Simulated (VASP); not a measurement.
# Ta3Cu (I4/mmm) in VASP: a series of runs, part 2 of 2

VASP 6.6.1.

## (4) Single point, PBEsol

This run uses another cell than the first one, of 16.26 Å³/atom, 0.960 times its volume.

INCAR reads:

```
ALGO = Normal
EDIFF = 1E-6
ENCUT = 520
GGA = PS
ISIF = 2
ISMEAR = -1
LASPH = T
LCHARG = F
LREAL = F
LWAVE = F
NBANDS = 30
NELM = 80
PREC = Accurate
SIGMA = 0.05
```

KPOINTS reads:

```
k-points
0
Gamma
  8 8 8
```

POSCAR reads:

```
Ta3Cu
1.0
   -2.0065070000      2.0065070000      4.0398432000
    2.0065070000     -2.0065070000      4.0398432000
    2.0065070000      2.0065070000     -4.0398432000
Ta Cu
3 1
Direct
    0.5000000000      0.5000000000      0.0000000000
    0.2500000000      0.7500000000      0.5000000000
    0.7500000000      0.2500000000      0.5000000000
    0.0000000000      0.0000000000      0.0000000000
```

Potentials or basis: VASP PAW PBE potentials, release 64 (Ta_pv, Cu).

Started as:

```console
> cat potpaw_PBE.64/Ta_pv/POTCAR potpaw_PBE.64/Cu/POTCAR > POTCAR
> mpirun -np 1 vasp_std > vasp.out
```

OUTCAR:

```text
EDIFF = 1E-6
   ENCUT = 520
   GGA = PS
   ISIF = 2
   ISMEAR = -1
   LASPH = T
   LREAL = F
   NELM = 80
   PREC = Accurate

 ion  position               nearest neighbor table
   1  0.500  0.500  0.000-   4 2.84   4 2.84   4 2.84   4 2.84   3 2.85   2 2.85   3 2.85   3 2.85
                             2 2.85   2 2.85   3 2.85   2 2.85
   2  0.250  0.750  0.500-   3 2.84   3 2.84   3 2.84   3 2.84   4 2.85   1 2.85   4 2.85   1 2.85
                             4 2.85   4 2.85   1 2.85   1 2.85
   3  0.750  0.250  0.500-   2 2.84   2 2.84   2 2.84   2 2.84   4 2.85   1 2.85   4 2.85   4 2.85
                             1 2.85   1 2.85   4 2.85   1 2.85
   4  0.000  0.000  0.000-   1 2.84   1 2.84   1 2.84   1 2.84   3 2.85   2 2.85   3 2.85   2 2.85
                             3 2.85   3 2.85   2 2.85   2 2.85

  LATTYP: Found a body centered tetragonal cell.
 ALAT       =     4.0130140000
 C/A-ratio  =     2.0133710971

  Lattice vectors:

 A1 = (  -2.0065070000,   2.0065070000,   4.0398432000)
 A2 = (   2.0065070000,  -2.0065070000,   4.0398432000)
 A3 = (   2.0065070000,   2.0065070000,  -4.0398432000)

Analysis of symmetry for initial positions (statically):
[... 178 lines left out ...]

 val. band max:        6.1739352131   @ k =   0.5000   0.2500   0.1250
 cond. band min:       6.1826547357   @ k =  -0.1250   0.1250   0.0000
 fundamental gap:      0.0087195226
 Fermi energy:         6.1774162561

 k-point     1 :       0.0000    0.0000    0.0000
  band No.  band energies     occupation
      1     -28.3510      2.00000
      2     -28.1637      2.00000
      3     -28.1637      2.00000
      4     -27.8945      2.00000
      5     -27.8945      2.00000
      6     -27.7997      2.00000
[... 781 lines left out ...]
     29      10.1501      0.00000
     30      10.9343      0.00000

 [... further k-points ...]

------------------------ aborting loop because EDIFF is reached ----------------------------------------

  FORCE on cell =-STRESS in cart. coord.  units (eV):
  Direction    XX          YY          ZZ          XY          YZ          ZX
  --------------------------------------------------------------------------------------
  -------------------------------------------------------------------------------------
  Total        0.2003180      0.2003180      1.2743253      0.0000000      0.0000000      0.0000000
  in kB        4.9331539      4.9331539     31.3823181      0.0000000      0.0000000      0.0000000
  external PRESSURE =      13.7495420 kB  Pullay stress =       0.0000000 kB

 VOLUME and BASIS-vectors are now :
 -----------------------------------------------------------------------------
  energy-cutoff  :      520.00
  volume of cell :       65.06
      direct lattice vectors                 reciprocal lattice vectors
    -2.006507000  2.006507000  4.039843200     0.000000000  0.249189263  0.123767180
     2.006507000 -2.006507000  4.039843200     0.249189263  0.000000000  0.123767180
     2.006507000  2.006507000 -4.039843200     0.249189263  0.249189263  0.000000000

 POSITION                                       TOTAL-FORCE (eV/Angst)
 -----------------------------------------------------------------------------------
      0.00000      0.00000      4.03984         0.000000     -0.000000      0.000000
      2.00651      0.00000      2.01992         0.000000      0.000000      0.000000
      0.00000      2.00651      2.01992        -0.000000     -0.000000     -0.000000
      0.00000      0.00000      0.00000         0.000000     -0.000000      0.000000
 -----------------------------------------------------------------------------------
    total drift:                               -0.000000     -0.000000      0.000000

  FREE ENERGIE OF THE ION-ELECTRON SYSTEM (eV)
  ---------------------------------------------------
  free  energy   TOTEN  =       -41.2727381389 eV

  energy  without entropy=      -41.2353791177  energy(sigma->0) =      -41.25405863
```

Run time: 3.1 min. Hardware: 1 thread of AMD EPYC 7R13 (Zen 3), shared host; peak memory 0.27 GiB.

Results:

```yaml
Free_energy: -41.2727 eV
Pressure: 1.4 GPa
Band_gap_on_the_k_mesh: zero (band 22 reaches 7.33 eV, above the bottom of band 23 at 5.80 eV)
```

Levels at points of the mesh, in eV from the Fermi level:
| k point | band 20 | band 21 | band 22 | band 23 | band 24 | band 25 |
| --- | --- | --- | --- | --- | --- | --- |
| (0.00, 0.00, 0.00) | -1.78 | -0.28 | -0.28 | 0.04 | 2.50 | 2.68 |
| (0.50, 0.00, 0.00) | -1.48 | -0.86 | -0.07 | 0.50 | 1.09 | 1.41 |
| (0.50, 0.50, 0.00) | -1.28 | -0.39 | 0.03 | 0.48 | 0.83 | 0.95 |
| (0.50, 0.50, 0.50) | -1.52 | -1.19 | 0.61 | 2.03 | 2.08 | 2.08 |

Caveat: the PAW data sets were made with another functional, which shifts forces and pressure a little; spin-orbit coupling is left out, which moves the levels of the heavy elements.

## (5) Single point, PBEsol

This run uses another cell than the first one, of 16.60 Å³/atom, 0.980 times its volume.

INCAR reads:

```
ALGO = Normal ; EDIFF = 1E-7
ENCUT = 520 ; GGA = PS
ISIF = 2 ; ISMEAR = -1
LASPH = True ; LCHARG = False
LREAL = False ; LWAVE = False
NBANDS = 30 ; NELM = 100
PREC = Accurate ; SIGMA = 0.05
```

KPOINTS is that of step 4.

POSCAR reads:

```
Ta3Cu
1.0
   -2.0065070000      2.0065070000      4.1240066000
    2.0065070000     -2.0065070000      4.1240066000
    2.0065070000      2.0065070000     -4.1240066000
Ta Cu
3 1
Direct
    0.5000000000      0.5000000000      0.0000000000
    0.2500000000      0.7500000000      0.5000000000
    0.7500000000      0.2500000000      0.5000000000
    0.0000000000      0.0000000000      0.0000000000
```

Started as:

```console
> cat potpaw_PBE.64/Ta_pv/POTCAR potpaw_PBE.64/Cu/POTCAR > POTCAR
> mpirun -np 1 vasp_std > vasp.out
```

Wall time 3.5 min (1 thread of AMD EPYC 7R13 (Zen 3), shared host); peak memory 0.26 GiB.

It converged, with:

```yaml
Free_energy: -41.2799 eV
Pressure: -2.6 GPa
Band_gap_on_the_k_mesh: zero (band 22 reaches 6.92 eV, above the bottom of band 23 at 5.63 eV)
```

Stress tensor (GPa, compression positive):
```
-3.08  0.00  0.00
 0.00 -3.08  0.00
 0.00  0.00 -1.56
```

Levels at points of the mesh, in eV from the Fermi level:
| k point | band 20 | band 21 | band 22 | band 23 | band 24 | band 25 |
| --- | --- | --- | --- | --- | --- | --- |
| (0.00, 0.00, 0.00) | -1.71 | -0.23 | -0.23 | 0.05 | 2.33 | 2.36 |
| (0.50, 0.00, 0.00) | -1.39 | -0.95 | 0.03 | 0.50 | 1.04 | 1.38 |
| (0.50, 0.50, 0.00) | -1.24 | -0.32 | 0.00 | 0.34 | 0.88 | 0.94 |
| (0.50, 0.50, 0.50) | -1.49 | -1.13 | 0.42 | 2.04 | 2.18 | 2.18 |

Caveat: the PAW data sets were made with another functional, which shifts forces and pressure a little; spin-orbit coupling is left out, which moves the levels of the heavy elements.

## (6) Summary

| level | cell | k mesh | gap on the mesh (eV) | pressure (GPa) |
| --- | --- | --- | --- | --- |
| BLYP | a = 5.076 Å, angles 133.4, 133.4, 68.0°, 4 atoms | 5 × 5 × 5 | none | 7.6 |
| r2SCAN | a = 5.076 Å, angles 133.4, 133.4, 68.0°, 4 atoms | 5 × 5 × 5 | none | -2.3 |
| PBEsol | a = 4.937 Å, angles 132.0, 132.0, 70.2°, 4 atoms | 8 × 8 × 8 | none | 1.4 |
| PBEsol | a = 5.006 Å, angles 132.7, 132.7, 69.1°, 4 atoms | 8 × 8 × 8 | none | -2.6 |

Alike in all rows: task single point; potentials or basis VASP PAW PBE potentials, release 64 (Ta_pv, Cu); no spin polarisation; cutoff (eV) 520; smearing fermi-dirac 0.05 eV.

Caveats: some runs use coarse meshes; the PAW data sets were made with another functional, which shifts forces and pressure a little; spin-orbit coupling is left out, which moves the levels of the heavy elements.

Total energies depend on the potentials used, so only differences within one code and one set of settings carry meaning.
